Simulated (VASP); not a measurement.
Here is a VASP 6.6.1 calculation.

File INCAR:

```
PREC     = Accurate       # precision mode
ENCUT    = 500            # plane-wave cutoff, eV
EDIFF    = 1E-6           # SCF threshold, eV
ISMEAR   = 1              # smearing method
SIGMA    = 0.15           # smearing width, eV
LREAL    = False          # projectors in reciprocal space
LASPH    = True           # aspherical terms in the spheres
NELM     = 200            # most SCF steps
ALGO     = Normal         # electronic algorithm
ISIF     = 2              # what is computed and relaxed
LWAVE    = False          # write WAVECAR
LCHARG   = True           # write CHGCAR
GGA      = CA             # functional
LELF     = True           # ELF
LVHAR    = True         
NBANDS   = 12             # bands
GGA_COMPAT= False        
LMAXMIX  = 6              # l up to which the mixer works
```

The input KPOINTS:

```
Automatic mesh
0
Gamma
  6 6 4
```

POSCAR

```
La
1.0
    4.2970000000      0.0000000000      0.0000000000
   -2.1485000000      3.7213110000      0.0000000000
    0.0000000000      0.0000000000      7.0130000000
La
1
Direct
    0.0000000000      0.0000000000      0.0000000000
```

Potentials or basis: VASP PAW LDA potentials, release 64 (La).

Launch:

```sh
$ cat potpaw_LDA.64/La/POTCAR > POTCAR
$ mpirun -np 1 vasp_std > vasp.out
```

Problem. Estimate the band gap on the k mesh.

Solution. Zero (an odd number of electrons rules out a gap without spin polarisation).

Problem. Estimate the pressure.

Solution. -3.6 GPa.

Stress tensor (GPa, compression positive):
```
-4.93  0.00  0.00
 0.00 -4.93  0.00
 0.00  0.00 -0.85
```

Caveat: the cell stands under tension; spin-orbit coupling is left out, which moves the levels of the heavy elements.
